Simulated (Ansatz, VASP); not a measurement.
**Two plane-wave programs on MgS**

The input INCAR:

```
SYSTEM = MgS
PREC = Accurate
ENCUT = 520
EDIFF = 1E-6
ISMEAR = 0
SIGMA = 0.05
LREAL = .False.
LASPH = .True.
NELM = 80
ALGO = Normal
ISIF = 2
LWAVE = .False.
LCHARG = .True.
GGA = PE
LELF = .True.
LVHAR = .True.
NBANDS = 11
```

KPOINTS

```
regular mesh
0
Gamma
  8 8 8
  0 0 0
```

POSCAR

```
MgS
1.0
    0.3264328513      2.7746792358      2.7746792358
    2.7746792358      0.3264328513      2.7746792358
    2.7746792358      2.7746792358      0.3264328513
Mg S
1 1
Direct
    0.0000000000      0.0000000000      0.0000000000
    0.5000000000      0.5000000000      0.5000000000
```

Input for Ansatz:

```yaml
crystal:
  lattice:
    - [0.3264328513, 2.7746792358, 2.7746792358]
    - [2.7746792358, 0.3264328513, 2.7746792358]
    - [2.7746792358, 2.7746792358, 0.3264328513]
  atoms:
    - { symbol: Mg, position: [0.0, 0.0, 0.0] }
    - { symbol: S, position: [0.5, 0.5, 0.5] }
basis:
  ecutwfc: 420
kpoints:
  mp_grid: { grid: [8, 8, 8] }
hamiltonian:
  xc: pbe
scf:
  occupations: { method: gaussian, width: 0.05 }
output:
  forces: true
  stress: true
  eigenvalues: true
```

Alike in both runs: task single point; functional PBE; k mesh 8 × 8 × 8; occupations gaussian, width 0.05 eV; no spin polarisation.

|  | VASP | Ansatz |
| --- | --- | --- |
| version | VASP 6.6.1 | Ansatz 0.2.0 |
| potentials or method | VASP PAW PBE potentials, release 64 (Mg, S), cutoff 520 eV | scalar-relativistic, plane waves, PAW |
| valence electrons in the cell | 8 | 16 |

VASP gave:

| Item | Value |
| --- | --- |
| gap on the k mesh at the Fermi level (eV) | 1.64 |
| least direct gap on the mesh (eV) | 1.96 |
| pressure (GPa) | 1.0 |
| traceless stress, the component that is largest in VASP (GPa) | -8.08 |

Which values does Ansatz return?

gap on the k mesh at the Fermi level (eV): 1.65; least direct gap on the mesh (eV): 1.97; pressure (GPa): 1.3; traceless stress, the component that is largest in VASP (GPa): -8.08.

VASP's potentials hold 8 valence electrons a cell and Ansatz's 16, so a difference there can come from the potentials and not from the codes.
